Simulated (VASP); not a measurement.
# CoSi2 (CoSi2 (Fm-3m)) (Fm-3m) in VASP: single point with PBE

Aim: the single point of CoSi2 (CoSi2 (Fm-3m)) with PBE.

All numbers are computed with VASP 6.6.1; they aren't measurements. Logs are shortened: lines on timing, memory, paths and dates and some standing lists are left out, and cuts for length are marked.

### 1 The cell of the first run

The structure is cubic, space group Fm-3m (No. 225). Conventional cell: a = 5.581 Å, b = 5.581 Å, c = 5.581 Å, α = 90.00°, β = 90.00°, γ = 90.00°. Co (site symmetry m-3m) has 8 Si at 2.42 Å within 3.2 Å. Si (site symmetry -43m) has 4 Co at 2.42 Å and 6 Si at 2.79 Å within 3.2 Å.

### 2 Single point, PBE

INCAR reads:

```
SYSTEM = CoSi2
  PREC = Accurate
  ENCUT = 600
  EDIFF = 1E-6
  ISMEAR = -1
  SIGMA = 1.0
  LREAL = .False.
  LASPH = .True.
  NELM = 120
  ALGO = Normal
  ISIF = 2
  LWAVE = .False.
  LCHARG = .False.
  GGA = PE
  NBANDS = 46
  GGA_COMPAT = .False.
```

KPOINTS reads:

```
regular mesh
0
Gamma
  3 3 3
  0 0 0
```

POSCAR reads:

```
CoSi2
1.0
    5.5811669282      0.0000000000      0.0000000000
    0.0000000000      5.5811669282      0.0000000000
    0.0000000000      0.0000000000      5.5811669282
Co Si
4 8
Direct
    0.0000000000      0.0000000000      0.0000000000
    0.0000000000      0.5000000000      0.5000000000
    0.5000000000      0.0000000000      0.5000000000
    0.5000000000      0.5000000000      0.0000000000
    0.2500000000      0.2500000000      0.7500000000
    0.2500000000      0.7500000000      0.2500000000
    0.7500000000      0.2500000000      0.2500000000
    0.7500000000      0.7500000000      0.7500000000
    0.2500000000      0.2500000000      0.2500000000
    0.2500000000      0.7500000000      0.7500000000
    0.7500000000      0.2500000000      0.7500000000
    0.7500000000      0.7500000000      0.2500000000
```

Potentials or basis: VASP PAW PBE potentials, release 64 (Co, Si).

Launch:

```bash
> cat potpaw_PBE.64/Co/POTCAR potpaw_PBE.64/Si/POTCAR > POTCAR
> mpirun -np 1 vasp_std > vasp.out
```

OUTCAR:

```text
SYSTEM = CoSi2
   PREC = Accurate
   ENCUT = 600
   EDIFF = 1E-6
   ISMEAR = -1
   LREAL = .False.
   LASPH = .True.
   NELM = 120
   ISIF = 2
   GGA = PE

 ion  position               nearest neighbor table
   1  0.000  0.000  0.000-   5 2.42   6 2.42   7 2.42   8 2.42   9 2.42  10 2.42  11 2.42  12 2.42

   2  0.000  0.500  0.500-   5 2.42   6 2.42   7 2.42   8 2.42   9 2.42  10 2.42  11 2.42  12 2.42

   3  0.500  0.000  0.500-   5 2.42   6 2.42   7 2.42   8 2.42   9 2.42  10 2.42  11 2.42  12 2.42

   4  0.500  0.500  0.000-   5 2.42   6 2.42   7 2.42   8 2.42   9 2.42  10 2.42  11 2.42  12 2.42

   5  0.250  0.250  0.750-   1 2.42   2 2.42   3 2.42   4 2.42   9 2.79  10 2.79  11 2.79   9 2.79
                            10 2.79  11 2.79
   6  0.250  0.750  0.250-   1 2.42   2 2.42   3 2.42   4 2.42   9 2.79  10 2.79  12 2.79  10 2.79
                             9 2.79  12 2.79
   7  0.750  0.250  0.250-   1 2.42   2 2.42   3 2.42   4 2.42   9 2.79  11 2.79  12 2.79  11 2.79
                            12 2.79   9 2.79
   8  0.750  0.750  0.750-   1 2.42   2 2.42   3 2.42   4 2.42  10 2.79  11 2.79  12 2.79  12 2.79
                            11 2.79  10 2.79
   9  0.250  0.250  0.250-   1 2.42   2 2.42   3 2.42   4 2.42   5 2.79   6 2.79   7 2.79   5 2.79
                             6 2.79   7 2.79
  10  0.250  0.750  0.750-   1 2.42   2 2.42   3 2.42   4 2.42   5 2.79   6 2.79   8 2.79   6 2.79
                             5 2.79   8 2.79
  11  0.750  0.250  0.750-   1 2.42   2 2.42   3 2.42   4 2.42   5 2.79   7 2.79   8 2.79   7 2.79
                             8 2.79   5 2.79
  12  0.750  0.750  0.250-   1 2.42   2 2.42   3 2.42   4 2.42   6 2.79   7 2.79   8 2.79   8 2.79
                             7 2.79   6 2.79

  LATTYP: Found a simple cubic cell.
 ALAT       =     5.5811669282

  Lattice vectors:

 A1 = (   5.5811669282,   0.0000000000,   0.0000000000)
 A2 = (   0.0000000000,   5.5811669282,   0.0000000000)
 A3 = (   0.0000000000,   0.0000000000,   5.5811669282)

Analysis of symmetry for initial positions (statically):
=====================================================================
 Subroutine PRICEL returns following result:

  LATTYP: Found a face centered cubic cell.
 ALAT       =     5.5811669282

  Lattice vectors:

 A1 = (   2.7905834641,  -2.7905834641,   0.0000000000)
 A2 = (   2.7905834641,   0.0000000000,   2.7905834641)
 A3 = (   0.0000000000,  -2.7905834641,   2.7905834641)

   4 primitive cells build up your supercell.

 Routine SETGRP: Setting up the symmetry group for a
 simple cubic supercell.

 Subroutine GETGRP returns: Found 48 space group operations
 (whereof 48 operations were pure point group operations)
 out of a pool of 48 trial point group operations.

The static configuration has the point symmetry O_h .

Analysis of symmetry for dynamics (positions and initial velocities):
=====================================================================
 Subroutine PRICEL returns following result:

  LATTYP: Found a face centered cubic cell.
 ALAT       =     5.5811669282

  Lattice vectors:

 A1 = (   2.7905834641,  -2.7905834641,   0.0000000000)
 A2 = (   2.7905834641,   0.0000000000,   2.7905834641)
 A3 = (   0.0000000000,  -2.7905834641,   2.7905834641)

   4 primitive cells build up your supercell.

 Routine SETGRP: Setting up the symmetry group for a
 simple cubic supercell.

 Subroutine GETGRP returns: Found 48 space group operations
 (whereof 48 operations were pure point group operations)
 out of a pool of 48 trial point group operations.

The dynamic configuration has the point symmetry O_h .

 Subroutine INISYM returns: Found 48 space group operations
 (whereof 48 operations are pure point group operations),
 and found     4 'primitive' translations

----------------------------------------------------------------------------------------

                                     Primitive cell

  volume of cell :      43.4625

  direct lattice vectors                    reciprocal lattice vectors
     2.790583464 -2.790583464  0.000000000     0.179173999 -0.179173999 -0.179173999
     2.790583464  0.000000000  2.790583464     0.179173999  0.179173999  0.179173999
     0.000000000 -2.790583464  2.790583464    -0.179173999 -0.179173999  0.179173999

  length of vectors
     3.946480982  3.946480982  3.946480982     0.310338470  0.310338470  0.310338470

  position of ions in fractional coordinates (direct lattice)
     0.000000000  0.000000000  0.000000000
     0.250000000  0.250000000  0.250000000
     0.750000000  0.750000000  0.750000000

  ion indices of the primitive-cell ions
   primitive index   ion index
                 1           1
                 2           5
                 3           9

----------------------------------------------------------------------------------------

 KPOINTS: regular mesh

Automatic generation of k-mesh.
 Grid dimensions read from file:
 generate k-points for:    3    3    3

 Generating k-lattice:

  Cartesian coordinates                     Fractional coordinates (reciprocal lattice)
     0.059724666  0.000000000  0.000000000     0.333333333  0.000000000  0.000000000
     0.000000000  0.059724666  0.000000000     0.000000000  0.333333333  0.000000000
     0.000000000  0.000000000  0.059724666     0.000000000  0.000000000  0.333333333

  Length of vectors
     0.059724666  0.059724666  0.059724666

  Shift w.r.t. Gamma in fractional coordinates (k-lattice)
     0.000000000  0.000000000  0.000000000

 Subroutine IBZKPT returns following result:
 ===========================================

 Found      4 irreducible k-points:

 Following reciprocal coordinates:
            Coordinates               Weight
  0.000000  0.000000  0.000000      1.000000
  0.333333  0.000000  0.000000      6.000000
  0.333333  0.333333  0.000000     12.000000
  0.333333  0.333333  0.333333      8.000000
   k-points           NKPTS =      4   k-points in BZ     NKDIM =      4   number of bands    NBANDS=     46
   number of dos      NEDOS =    301   number of ions     NIONS =     12
   total plane-waves  NPLWV = 110592
   dimension x,y,z NGX =    48 NGY =   48 NGZ =   48
   dimension x,y,z NGXF=    96 NGYF=   96 NGZF=   96
   ions per type =               4   8
   NGX,Y,Z   is equivalent  to a cutoff of  14.30, 14.30, 14.30 a.u.
   NGXF,Y,Z  is equivalent  to a cutoff of  28.60, 28.60, 28.60 a.u.
 SYSTEM =  CoSi2
   PREC   = accura    normal or accurate (medium, high low for compatibility)
   ISTART =      0    job   : 0-new  1-cont  2-samecut
   ICHARG =      2    charge: 1-file 2-atom 10-const
   ISPIN  =      1    spin polarized calculation?
   LNONCOLLINEAR =      F non collinear calculations
   LSORBIT =      F    spin-orbit coupling
   LASPH  =      T    aspherical Exc in radial PAW
   ENCUT  =  600.0 eV  44.10 Ry    6.64 a.u.  11.15 11.15 11.15*2*pi/ulx,y,z
   NELM   =    120;   NELMIN=  2; NELMDL= -5     # of ELM steps
   EDIFF  = 0.1E-05   stopping-criterion for ELM
   LREAL  =      F    real-space projection
   EDIFFG = 0.1E-04   stopping-criterion for IOM
   NSW    =      0    number of steps for IOM
   IBRION =     -1    ionic relax: 0-MD 1-quasi-New 2-CG
   NFREE  =      0    steps in history (QN), initial steepest desc. (CG)
   ISIF   =      2    stress and relaxation
   ISYM   =      2    0-nonsym 1-usesym 2-fastsym
   POTIM  = 0.5000    time-step for ionic-motion
   TEBEG  =    0.0;   TEEND  =   0.0 temperature during run
   PSTRESS=    0.0 pullay stress
   NELECT =      68.0000    total number of electrons
   NUPDOWN=      -1.0000    fix difference up-down
   EMIN   =  10.00;   EMAX   =-10.00  energy-range for DOS
   EFERMI =   0.00;   METHOD = LEGACY
   ISMEAR =    -1;   SIGMA  =   1.00  broadening in eV -4-tet -1-fermi 0-gaus
   EFERMI_NEDOS =   21; number of points for ismear=-14 and -15
   IALGO  =     38    algorithm
   IMIX   =      4    mixing-type and parameters
     AMIX     =   0.40;   BMIX     =  1.00
     AMIX_MAG =   1.60;   BMIX_MAG =  1.00
  volume/ion in A,a.u.               =      14.49        97.77
  Fermi-wavevector in a.u.,A,eV,Ry     =   1.197254  2.262481 19.502809  1.433416
  Thomas-Fermi vector in A             =   2.333173
   LORBIT       =      0    0 simple, 1 ext, 2 COOP (PROOUT), +10 PAW based schemes
   GGA     = PE    functional components
   LHFCALC =     F    Hartree Fock is set to
   AEXX    =    0.0000 exact exchange contribution
   IVDW    =     0    specifies the selected vdW correction
   LEPSILON=     F    determine dielectric tensor
   LRPA    =     F    only Hartree local field effects (RPA)
 non-spin polarized calculation
  energy-cutoff  :      600.00
  volume of cell :      173.85
 maximum number of plane-waves:      5824
 NGX is ok and might be reduce to    48
   NGX = 23   NGY = 23   NGZ = 23

 number of electron      68.0000004 magnetization

 Free energy of the ion-electron system (eV)
  ---------------------------------------------------
  ext. energy  EPLUGINS =         0.00000000
  ---------------------------------------------------
  free energy    TOTEN  =       -86.76447560 eV

  energy without entropy =      -64.68741703  energy(sigma->0) =      -75.72594631

 E-fermi :   9.0157     XC(G=0): -11.2038

 val. band max:        8.8744014434   @ k =   0.3333   0.3333   0.3333
 cond. band min:       9.0515137123   @ k =   0.3333   0.0000   0.0000
 fundamental gap:      0.1771122689
 Fermi energy:         9.0157077475

 k-point     1 :       0.0000    0.0000    0.0000
  band No.  band energies     occupation
      1      -3.6680      1.99999
      2      -0.0566      1.99977
      3      -0.0566      1.99977
      4      -0.0566      1.99977
      5       2.0215      1.99817
      6       2.0215      1.99817
[... 38 lines left out ...]
     45      11.8325      0.11285
     46      11.8325      0.11285
[... 106 lines left out ...]
      6       0.5991      1.99956
[... 38 lines left out ...]
     45      12.4106      0.06491
     46      12.4106      0.06491

------------------------ aborting loop because EDIFF is reached ----------------------------------------

  FORCE on cell =-STRESS in cart. coord.  units (eV):
  Direction    XX          YY          ZZ          XY          YZ          ZX
  --------------------------------------------------------------------------------------
  -------------------------------------------------------------------------------------
  Total       -0.5690435     -0.5690435     -0.5690435     -0.0000000      0.0000000     -0.0000000
  in kB       -5.2442214     -5.2442214     -5.2442214     -0.0000000      0.0000000     -0.0000000
  external PRESSURE =      -5.2442214 kB  Pullay stress =       0.0000000 kB

 VOLUME and BASIS-vectors are now :
 -----------------------------------------------------------------------------
  energy-cutoff  :      600.00
  volume of cell :      173.85
      direct lattice vectors                 reciprocal lattice vectors
     5.581166928  0.000000000  0.000000000     0.179173999  0.000000000  0.000000000
     0.000000000  5.581166928  0.000000000     0.000000000  0.179173999  0.000000000
     0.000000000  0.000000000  5.581166928     0.000000000  0.000000000  0.179173999

 POSITION                                       TOTAL-FORCE (eV/Angst)
 -----------------------------------------------------------------------------------
      0.00000      0.00000      0.00000         0.000000     -0.000000      0.000000
      0.00000      2.79058      2.79058         0.000000      0.000000      0.000000
      2.79058      0.00000      2.79058         0.000000      0.000000      0.000000
      2.79058      2.79058      0.00000        -0.000000      0.000000     -0.000000
      1.39529      1.39529      4.18588        -0.000000     -0.000000     -0.000000
      1.39529      4.18588      1.39529         0.000000     -0.000000     -0.000000
      4.18588      1.39529      1.39529        -0.000000     -0.000000     -0.000000
      4.18588      4.18588      4.18588        -0.000000     -0.000000     -0.000000
      1.39529      1.39529      1.39529         0.000000     -0.000000     -0.000000
      1.39529      4.18588      4.18588         0.000000     -0.000000     -0.000000
      4.18588      1.39529      4.18588         0.000000     -0.000000     -0.000000
      4.18588      4.18588      1.39529         0.000000      0.000000     -0.000000
 -----------------------------------------------------------------------------------
    total drift:                                0.000000      0.000000     -0.000000

  FREE ENERGIE OF THE ION-ELECTRON SYSTEM (eV)
  ---------------------------------------------------
  free  energy   TOTEN  =       -86.7644755976 eV

  energy  without entropy=      -64.6874170283  energy(sigma->0) =      -75.72594631
```

Run time: 49 s. Hardware: 1 thread of Intel Xeon Platinum 8488C (Sapphire Rapids), shared host; peak memory 0.32 GiB.

Results:

```yaml
Free_energy: -86.7645 eV
Pressure: -0.5 GPa
Band_gap_on_the_k_mesh: zero (band 34 reaches 8.85 eV, above the bottom of band 35 at 8.01 eV)
```

Caveat: the k points lie up to 0.38 Å⁻¹ apart. Spin polarisation is off, so any magnetic state and its effect on volume and gap are missing.
